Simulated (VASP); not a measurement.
Wanted: the native input for a VASP 6.6.1 run.

```yaml
Task: single point
Functional: PBEsol
Potentials_or_basis: VASP PAW PBE potentials, release 64 (Zr_sv, O)
Cutoff: 520 eV
k_mesh: 9 × 9 × 8
Occupations: gaussian, width 0.15 eV
Spin: no spin polarisation
Dipole_correction: no
Further_INCAR_settings: ALGO = Normal; EDIFF = 1e-06; NBANDS = 52
```

The structure of Zr3O lies in POSCAR:

```
Zr3O
1.0
    5.5842861704      0.0000000000      0.0000000000
   -2.7921430852      4.8361336855      0.0000000000
    0.0000000000      0.0000000000      5.1557455174
Zr O
6 2
Direct
    0.3394720281      0.0000000000      0.0000000000
    0.3394720281      0.3394720281      0.5000000000
    0.0000000000      0.3394720281      0.0000000000
    0.6605279719      0.0000000000      0.5000000000
    0.6605279719      0.6605279719      0.0000000000
    0.0000000000      0.6605279719      0.5000000000
    0.3333333333      0.6666666667      0.2500000000
    0.6666666667      0.3333333333      0.7500000000
```

The input as run:

INCAR

```
SYSTEM = Zr3O
PREC = Accurate ; ENCUT = 520
EDIFF = 1E-6 ; ISMEAR = 0
SIGMA = 0.15 ; LREAL = .FALSE.
LASPH = .TRUE. ; NELM = 60
ALGO = Normal ; ISIF = 2
LWAVE = .FALSE. ; LCHARG = .TRUE.
GGA = PS ; LELF = .TRUE.
LVHAR = .TRUE. ; NBANDS = 52
```

KPOINTS

```
Automatic mesh
0
G
  9 9 8
  0 0 0
```

Potentials or basis: VASP PAW PBE potentials, release 64 (Zr_sv, O).

The run is started by

```console
$ cat potpaw_PBE.64/Zr_sv/POTCAR potpaw_PBE.64/O/POTCAR > POTCAR
$ mpirun -np 1 vasp_std > vasp.out
```

It gave:

The pressure is 0.2 GPa. The band gap on the k mesh is zero (bands 42 and 43 overlap by 0.81 eV).

Caveat: the PAW data sets were made with another functional, which shifts forces and pressure a little.

Run time: 3.9 min on 1 thread of Intel(R) Xeon(R) 6975P-C (Granite Rapids), on a shared host, peak memory 0.46 GiB.
